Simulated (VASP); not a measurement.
Write the native input for VASP 6.6.1 that does the following.

- Task: electric field gradients
- Functional: PBEsol
- Potentials or basis: VASP PAW PBE potentials, release 64 (Ta_pv, N)
- Cutoff: 520 eV
- k mesh: 12 × 12 × 10
- Occupations: fermi-dirac, width 0.02 eV
- Spin: no spin polarisation
- Dipole correction: no
- Further INCAR settings: ALGO = Normal; EDIFF = 1e-08; NBANDS = 15

The structure of TaN lies in POSCAR:

```
TaN
1.0
    2.9379988584      0.0293799886      0.0293799886
   -1.4435556127      2.5296916534      0.0107538222
    0.0288300000      0.0288300000      2.8830000000
Ta N
1 1
Direct
    0.3333333333      0.6666666667      0.5000000000
    0.0000000000      0.0000000000      0.0000000000
```

This cell differs from its parent crystal: equal xy, yz and zx shear strains of +2 %.

The input as run:

INCAR

```
PREC     = Accurate       # precision mode
ENCUT    = 520            # plane-wave cutoff, eV
EDIFF    = 1E-8           # SCF threshold, eV
ISMEAR   = -1             # smearing method
SIGMA    = 0.02           # smearing width, eV
LREAL    = F              # projectors in reciprocal space
LASPH    = T              # aspherical terms in the spheres
NELM     = 100            # most SCF steps
ALGO     = Normal         # electronic algorithm
ISIF     = 2              # what is computed and relaxed
LWAVE    = F              # write WAVECAR
LCHARG   = F              # write CHGCAR
GGA      = PS             # functional
LEFG     = T            
NBANDS   = 15             # bands
```

KPOINTS

```
Automatic mesh
0
Gamma
  12 12 10
```

Potentials or basis: VASP PAW PBE potentials, release 64 (Ta_pv, N).

Run with:

```bash
$ cat potpaw_PBE.64/Ta_pv/POTCAR potpaw_PBE.64/N/POTCAR > POTCAR
$ mpirun -np 1 vasp_std > vasp.out
```

It gave:

```
Pressure                                : -3.7 GPa
Largest force                           : 0.025 eV/Å
Band gap on the k mesh                  : zero (bands 8 and 9 overlap by 0.26 eV)
Largest electric field gradient by atom : Ta +80.2; N +4.5 V/Å²
```

Caveat: the cell differs from its parent crystal (equal xy, yz and zx shear strains of +2 %); the cell stands under tension; without QUAD_EFG the Cq values of the log hold for a quadrupole moment of 1 mb, not for the nuclei; the PAW data sets were made with another functional, which shifts forces and pressure a little; spin-orbit coupling is left out, which moves the levels of the heavy elements.

It took 4.4 min on 1 thread of Intel Xeon 8259CL, on a shared host, peak memory 0.35 GiB.
